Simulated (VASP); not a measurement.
# Lu2Si2O (P4/mmm) in VASP: notebook

Lu2Si2O is run at these levels: PBE; tasks: single point.

All numbers are computed with VASP 6.6.1; they aren't measurements. Logs are shortened: lines on timing, memory, paths and dates and some standing lists are left out, and cuts for length are marked.

### Step 1. The cell of the first run

The structure is tetragonal, space group P4/mmm (No. 123). The conventional cell has a = 3.042 Å, b = 3.042 Å, c = 9.082 Å, α = 90.00°, β = 90.00°, γ = 90.00°. Within 3.5 Å of Lu (site symmetry 4mm) lie 4 O at 2.65 Å and 4 Si at 2.83 Å and 5 Lu at 3.04 to 3.09 Å. Si (site symmetry 4mm) has 5 Si at 2.30 to 3.04 Å and 4 Lu at 2.83 Å within 3.1 Å. O (site symmetry 4/mmm) has 8 Lu at 2.65 Å and 4 O at 3.04 Å and 2 Si at 3.39 Å within 3.5 Å.

The cell was generated, and may not be a known phase.

### Step 2. Single point, PBE

INCAR reads:

```
PREC = Accurate ; ENCUT = 520
EDIFF = 1E-6 ; ISMEAR = 0
SIGMA = 0.1 ; LREAL = F
LASPH = T ; NELM = 100
ALGO = Normal ; ISIF = 2
LWAVE = F ; LCHARG = F
GGA = PE ; NBANDS = 40
```

KPOINTS reads:

```
Automatic mesh
0
Gamma
  4 4 4
```

POSCAR reads:

```
Lu2Si2O
1.0
    3.0419903832      0.0000000000      0.0000000000
    0.0000000000      3.0419903832      0.0000000000
    0.0000000000      0.0000000000      9.0817681160
Lu Si O
2 2 1
Direct
    0.5000000000      0.5000000000      0.1702077687
    0.5000000000      0.5000000000      0.8297922313
    0.0000000000      0.0000000000      0.3733604662
    0.0000000000      0.0000000000      0.6266395338
    0.0000000000      0.0000000000      0.0000000000
```

Potentials or basis: VASP PAW PBE potentials, release 64 (Lu, Si, O).

Command:

```console
$ cat potpaw_PBE.64/Lu/POTCAR potpaw_PBE.64/Si/POTCAR potpaw_PBE.64/O/POTCAR > POTCAR
$ mpirun -np 1 vasp_std > vasp.out
```

OUTCAR:

```text
PREC = Accurate
   ENCUT = 520
   EDIFF = 1E-6
   ISMEAR = 0
   LREAL = F
   LASPH = T
   NELM = 100
   ISIF = 2
   GGA = PE

 ion  position               nearest neighbor table
   1  0.500  0.500  0.170-   5 2.65   5 2.65   5 2.65   5 2.65   3 2.83   3 2.83   3 2.83   3 2.83
                             2 3.09
   2  0.500  0.500  0.830-   5 2.65   5 2.65   5 2.65   5 2.65   4 2.83   4 2.83   4 2.83   4 2.83
                             1 3.09
   3  0.000  0.000  0.373-   4 2.30   1 2.83   1 2.83   1 2.83   1 2.83
   4  0.000  0.000  0.627-   3 2.30   2 2.83   2 2.83   2 2.83   2 2.83
   5  0.000  0.000  0.000-   1 2.65   2 2.65   1 2.65   2 2.65   1 2.65   2 2.65   1 2.65   2 2.65

  LATTYP: Found a simple tetragonal cell.
 ALAT       =     3.0419903832
 C/A-ratio  =     2.9854690423

  Lattice vectors:

 A1 = (   3.0419903832,   0.0000000000,   0.0000000000)
 A2 = (   0.0000000000,   3.0419903832,   0.0000000000)
 A3 = (   0.0000000000,   0.0000000000,   9.0817681160)

Analysis of symmetry for initial positions (statically):
=====================================================================
 Subroutine PRICEL returns:
 Original cell was already a primitive cell.

 Routine SETGRP: Setting up the symmetry group for a
 simple tetragonal supercell.

 Subroutine GETGRP returns: Found 16 space group operations
 (whereof 16 operations were pure point group operations)
 out of a pool of 16 trial point group operations.

The static configuration has the point symmetry D_4h.

Analysis of symmetry for dynamics (positions and initial velocities):
=====================================================================
 Subroutine PRICEL returns:
 Original cell was already a primitive cell.

 Routine SETGRP: Setting up the symmetry group for a
 simple tetragonal supercell.

 Subroutine GETGRP returns: Found 16 space group operations
 (whereof 16 operations were pure point group operations)
 out of a pool of 16 trial point group operations.

The dynamic configuration has the point symmetry D_4h.

 Subroutine INISYM returns: Found 16 space group operations
 (whereof 16 operations are pure point group operations),
 and found     1 'primitive' translations

----------------------------------------------------------------------------------------

                                     Primitive cell

  volume of cell :      84.0400

  direct lattice vectors                    reciprocal lattice vectors
     3.041990383  0.000000000  0.000000000     0.328732137  0.000000000  0.000000000
     0.000000000  3.041990383  0.000000000     0.000000000  0.328732137  0.000000000
     0.000000000  0.000000000  9.081768116     0.000000000  0.000000000  0.110110717

  length of vectors
     3.041990383  3.041990383  9.081768116     0.328732137  0.328732137  0.110110717

  position of ions in fractional coordinates (direct lattice)
     0.500000000  0.500000000  0.170207769
     0.500000000  0.500000000  0.829792231
     0.000000000  0.000000000  0.373360466
     0.000000000  0.000000000  0.626639534
     0.000000000  0.000000000  0.000000000

  ion indices of the primitive-cell ions
   primitive index   ion index
                 1           1
                 2           2
                 3           3
                 4           4
                 5           5

----------------------------------------------------------------------------------------

 KPOINTS: Automatic mesh

Automatic generation of k-mesh.
 Grid dimensions read from file:
 generate k-points for:    4    4    4

 Generating k-lattice:

  Cartesian coordinates                     Fractional coordinates (reciprocal lattice)
     0.082183034  0.000000000  0.000000000     0.250000000  0.000000000  0.000000000
     0.000000000  0.082183034  0.000000000     0.000000000  0.250000000  0.000000000
     0.000000000  0.000000000  0.027527679     0.000000000  0.000000000  0.250000000

  Length of vectors
     0.082183034  0.082183034  0.027527679

  Shift w.r.t. Gamma in fractional coordinates (k-lattice)
     0.000000000  0.000000000  0.000000000

 Subroutine IBZKPT returns following result:
 ===========================================

 Found     18 irreducible k-points:

 Following reciprocal coordinates:
            Coordinates               Weight
  0.000000  0.000000  0.000000      1.000000
  0.250000  0.000000  0.000000      4.000000
  0.500000  0.000000  0.000000      2.000000
  0.250000  0.250000  0.000000      4.000000
  0.500000  0.250000  0.000000      4.000000
  0.500000  0.500000  0.000000      1.000000
[... 10 lines left out ...]
  0.500000  0.250000  0.500000      4.000000
  0.500000  0.500000  0.500000      1.000000
   k-points           NKPTS =     18   k-points in BZ     NKDIM =     18   number of bands    NBANDS=     40
   number of dos      NEDOS =    301   number of ions     NIONS =      5
   total plane-waves  NPLWV =  40320
   dimension x,y,z NGX =    24 NGY =   24 NGZ =   70
   dimension x,y,z NGXF=    48 NGYF=   48 NGZF=  140
   ions per type =               2   2   1
   NGX,Y,Z   is equivalent  to a cutoff of  13.12, 13.12, 12.81 a.u.
   NGXF,Y,Z  is equivalent  to a cutoff of  26.23, 26.23, 25.63 a.u.
 SYSTEM =  unknown system
   PREC   = accura    normal or accurate (medium, high low for compatibility)
   ISTART =      0    job   : 0-new  1-cont  2-samecut
   ICHARG =      2    charge: 1-file 2-atom 10-const
   ISPIN  =      1    spin polarized calculation?
   LNONCOLLINEAR =      F non collinear calculations
   LSORBIT =      F    spin-orbit coupling
   LASPH  =      T    aspherical Exc in radial PAW
   ENCUT  =  520.0 eV  38.22 Ry    6.18 a.u.   5.66  5.66 16.89*2*pi/ulx,y,z
   NELM   =    100;   NELMIN=  2; NELMDL= -5     # of ELM steps
   EDIFF  = 0.1E-05   stopping-criterion for ELM
   LREAL  =      F    real-space projection
   EDIFFG = 0.1E-04   stopping-criterion for IOM
   NSW    =      0    number of steps for IOM
   IBRION =     -1    ionic relax: 0-MD 1-quasi-New 2-CG
   NFREE  =      0    steps in history (QN), initial steepest desc. (CG)
   ISIF   =      2    stress and relaxation
   ISYM   =      2    0-nonsym 1-usesym 2-fastsym
   POTIM  = 0.5000    time-step for ionic-motion
   TEBEG  =    0.0;   TEEND  =   0.0 temperature during run
   PSTRESS=    0.0 pullay stress
   NELECT =      64.0000    total number of electrons
   NUPDOWN=      -1.0000    fix difference up-down
   EMIN   =  10.00;   EMAX   =-10.00  energy-range for DOS
   EFERMI =   0.00;   METHOD = LEGACY
   ISMEAR =     0;   SIGMA  =   0.10  broadening in eV -4-tet -1-fermi 0-gaus
   EFERMI_NEDOS =   21; number of points for ismear=-14 and -15
   IALGO  =     38    algorithm
   IMIX   =      4    mixing-type and parameters
     AMIX     =   0.40;   BMIX     =  1.00
     AMIX_MAG =   1.60;   BMIX_MAG =  1.00
  volume/ion in A,a.u.               =      16.81       113.43
  Fermi-wavevector in a.u.,A,eV,Ry     =   1.494994  2.825129 30.409119  2.235007
  Thomas-Fermi vector in A             =   2.607196
   LORBIT       =      0    0 simple, 1 ext, 2 COOP (PROOUT), +10 PAW based schemes
   GGA     = PE    functional components
   LHFCALC =     F    Hartree Fock is set to
   AEXX    =    0.0000 exact exchange contribution
   IVDW    =     0    specifies the selected vdW correction
   LEPSILON=     F    determine dielectric tensor
   LRPA    =     F    only Hartree local field effects (RPA)
 non-spin polarized calculation
 Gauss-broadening in eV      SIGMA  =   0.10
  energy-cutoff  :      520.00
  volume of cell :       84.04
 maximum number of plane-waves:      2300
 NGX is ok and might be reduce to    24
   NGX = 11   NGY = 11   NGZ = 33

 number of electron      64.0000016 magnetization

 Free energy of the ion-electron system (eV)
  ---------------------------------------------------
  ext. energy  EPLUGINS =         0.00000000
  ---------------------------------------------------
  free energy    TOTEN  =       -29.01414468 eV

  energy without entropy =      -29.00690532  energy(sigma->0) =      -29.01052500

 E-fermi :   5.4387     XC(G=0): -11.4250

 val. band max:        5.4279593711   @ k =   0.5000   0.2500   0.5000
 cond. band min:       5.4739890021   @ k =   0.0000   0.0000   0.0000
 fundamental gap:      0.0460296310
 Fermi energy:         5.4387004871

 k-point     1 :       0.0000    0.0000    0.0000
  band No.  band energies     occupation
      1     -50.7618      2.00000
      2     -50.7390      2.00000
      3     -21.8554      2.00000
      4     -21.4023      2.00000
      5     -21.0816      2.00000
      6     -21.0816      2.00000
[... 32 lines left out ...]
     39      11.9059      0.00000
     40      11.9243      0.00000

 k-point     2 :       0.2500    0.0000    0.0000
  band No.  band energies     occupation
      1     -50.7353      2.00000
      2     -50.7130      2.00000
      3     -21.7699      2.00000
      4     -21.5695      2.00000
      5     -21.4984      2.00000
      6     -21.3455      2.00000
[... 32 lines left out ...]
     39      10.8536      0.00000
     40      11.2703      0.00000

 k-point     3 :       0.5000    0.0000    0.0000
  band No.  band energies     occupation
      1     -50.7087      2.00000
      2     -50.6868      2.00000
      3     -22.0224      2.00000
      4     -21.9197      2.00000
      5     -21.6750      2.00000
      6     -21.2903      2.00000
[... 32 lines left out ...]
     39       9.8289      0.00000
     40      11.2186      0.00000

 k-point     4 :       0.2500    0.2500    0.0000
  band No.  band energies     occupation
      1     -50.7093      2.00000
      2     -50.6873      2.00000
      3     -21.6941      2.00000
      4     -21.5305      2.00000
      5     -21.4726      2.00000
      6     -21.4613      2.00000
[... 32 lines left out ...]
     39       9.5716      0.00000
     40       9.9381      0.00000
[... 514 lines left out ...]
     39       9.1579      0.00000
     40       9.8830      0.00000

 k-point    17 :       0.5000    0.2500    0.5000
  band No.  band energies     occupation
      1     -50.6831      2.00000
      2     -50.6615      2.00000
      3     -21.9326      2.00000
      4     -21.8507      2.00000
      5     -21.6139      2.00000
      6     -21.4319      2.00000
[... 32 lines left out ...]
     39       9.8777      0.00000
     40      10.0219      0.00000

 k-point    18 :       0.5000    0.5000    0.5000
  band No.  band energies     occupation
      1     -50.6573      2.00000
      2     -50.6360      2.00000
      3     -21.8403      2.00000
      4     -21.8403      2.00000
      5     -21.7804      2.00000
      6     -21.7804      2.00000
[... 32 lines left out ...]
     39      11.3252      0.00000
     40      11.3265      0.00000

------------------------ aborting loop because EDIFF is reached ----------------------------------------

  FORCE on cell =-STRESS in cart. coord.  units (eV):
  Direction    XX          YY          ZZ          XY          YZ          ZX
  --------------------------------------------------------------------------------------
  -------------------------------------------------------------------------------------
  Total        0.1601661      0.1601661      0.1434940      0.0000000     -0.0000000     -0.0000000
  in kB        3.0534795      3.0534795      2.7356364      0.0000000     -0.0000000     -0.0000000
  external PRESSURE =       2.9475318 kB  Pullay stress =       0.0000000 kB

 VOLUME and BASIS-vectors are now :
 -----------------------------------------------------------------------------
  energy-cutoff  :      520.00
  volume of cell :       84.04
      direct lattice vectors                 reciprocal lattice vectors
     3.041990383  0.000000000  0.000000000     0.328732137  0.000000000  0.000000000
     0.000000000  3.041990383  0.000000000     0.000000000  0.328732137  0.000000000
     0.000000000  0.000000000  9.081768116     0.000000000  0.000000000  0.110110717

 POSITION                                       TOTAL-FORCE (eV/Angst)
 -----------------------------------------------------------------------------------
      1.52100      1.52100      1.54579        -0.000000     -0.000000      0.002638
      1.52100      1.52100      7.53598         0.000000     -0.000000     -0.002638
      0.00000      0.00000      3.39077        -0.000000      0.000000      0.037128
      0.00000      0.00000      5.69099        -0.000000      0.000000     -0.037128
      0.00000      0.00000      0.00000        -0.000000      0.000000     -0.000000
 -----------------------------------------------------------------------------------
    total drift:                                0.000000     -0.000000      0.000000

  FREE ENERGIE OF THE ION-ELECTRON SYSTEM (eV)
  ---------------------------------------------------
  free  energy   TOTEN  =       -29.0141446785 eV

  energy  without entropy=      -29.0069053203  energy(sigma->0) =      -29.01052500
```

Wall time 32 s (1 thread of Intel Xeon 6975P-C (Granite Rapids), shared host); peak memory 0.22 GiB.

Results:

- Free energy: -29.0141 eV
- Pressure: 0.3 GPa
- Largest force: 0.037 eV/Å
- Band gap on the k mesh: zero (bands 32 and 33 overlap by 1.91 eV)

Forces in eV/Å, atoms in the order of the input:
```
Lu   0.000  0.000  0.003
Lu   0.000  0.000 -0.003
Si   0.000  0.000  0.037
Si   0.000  0.000 -0.037
O    0.000  0.000  0.000
```

Caveat: the k points lie up to 0.52 Å⁻¹ apart, too coarse for converged energies and pressures of a metal; spin-orbit coupling is left out, which moves the levels of the heavy elements.

### Step 3. Single point, PBE

This run uses another cell than the first one, of 16.50 Å³/atom.

INCAR reads:

```
SYSTEM = Lu2Si2O
PREC     = Accurate       ! precision mode
ENCUT    = 520            ! plane-wave cutoff, eV
EDIFF    = 1E-6           ! SCF threshold, eV
ISMEAR   = 0              ! smearing method
SIGMA    = 0.1            ! smearing width, eV
LREAL    = .FALSE.        ! projectors in reciprocal space
LASPH    = .TRUE.         ! aspherical terms in the spheres
NELM     = 60             ! most SCF steps
ALGO     = Normal         ! electronic algorithm
ISIF     = 2              ! what is computed and relaxed
LWAVE    = .FALSE.        ! write WAVECAR
LCHARG   = .FALSE.        ! write CHGCAR
GGA      = PE             ! functional
NBANDS   = 40             ! bands
```

KPOINTS reads:

```
regular mesh
0
G
  6 6 2
  0 0 0
```

POSCAR reads:

```
Lu2Si2O
1.0
    2.9774075973      0.0000000000      0.0000000000
    0.0000000000      2.9774075973      0.0000000000
    0.0000000000      0.0000000000      9.3091032665
Lu Si O
2 2 1
Direct
    0.5000000000      0.5000000000      0.1665621742
    0.5000000000      0.5000000000      0.8334378258
    0.0000000000      0.0000000000      0.3728225060
    0.0000000000      0.0000000000      0.6271774940
    0.0000000000      0.0000000000      0.0000000000
```

Potentials or basis: VASP PAW PBE potentials, release 64 (Lu, Si, O).

Command:

```console
$ cat potpaw_PBE.64/Lu/POTCAR potpaw_PBE.64/Si/POTCAR potpaw_PBE.64/O/POTCAR > POTCAR
$ mpirun -np 1 vasp_std > vasp.out
```

Run time: 40 s. Hardware: 1 thread of Intel Xeon 6975P-C (Granite Rapids), shared host; peak memory 0.23 GiB.

The run converged. Its results:

* Free energy: -29.0291 eV
* Pressure: 0.4 GPa
* Largest force: 0.016 eV/Å
* Band gap on the k mesh: zero (bands 32 and 33 overlap by 2.92 eV)

Forces in eV/Å, atoms in the order of the input:
```
Lu   0.000  0.000 -0.003
Lu   0.000  0.000  0.003
Si   0.000  0.000  0.016
Si   0.000  0.000 -0.016
O    0.000  0.000  0.000
```

Levels at points of the mesh, in eV from the Fermi level:
| k point | band 28 | band 29 | band 30 | band 31 | band 32 | band 33 | band 34 | band 35 | band 36 | band 37 |
| --- | --- | --- | --- | --- | --- | --- | --- | --- | --- | --- |
| (0.00, 0.00, 0.00) | -3.69 | -3.69 | -0.89 | -0.44 | -0.39 | -0.08 | 2.29 | 2.88 | 2.88 | 3.70 |
| (0.50, 0.00, 0.00) | -4.56 | -3.66 | -3.53 | -2.82 | -0.01 | 0.12 | 2.65 | 2.93 | 3.17 | 3.18 |
| (0.50, 0.50, 0.00) | -3.10 | -3.10 | -2.67 | -2.46 | -2.06 | -2.06 | 0.10 | 2.65 | 2.83 | 2.83 |
| (0.00, 0.00, 0.50) | -3.69 | -3.12 | -2.24 | -0.88 | -0.46 | 1.34 | 1.54 | 2.90 | 2.90 | 3.64 |
| (0.50, 0.00, 0.50) | -4.56 | -3.53 | -3.12 | -2.72 | -0.74 | 0.31 | 2.32 | 3.06 | 3.60 | 3.84 |
| (0.50, 0.50, 0.50) | -4.11 | -3.29 | -3.29 | -1.80 | -1.80 | -0.94 | 0.55 | 1.29 | 1.85 | 2.46 |

Caveat: spin-orbit coupling is left out, which moves the levels of the heavy elements.

(Part 1 of 2 ends here.)

The gap in the log of VASP goes by the Fermi energy; the results here count the filled bands.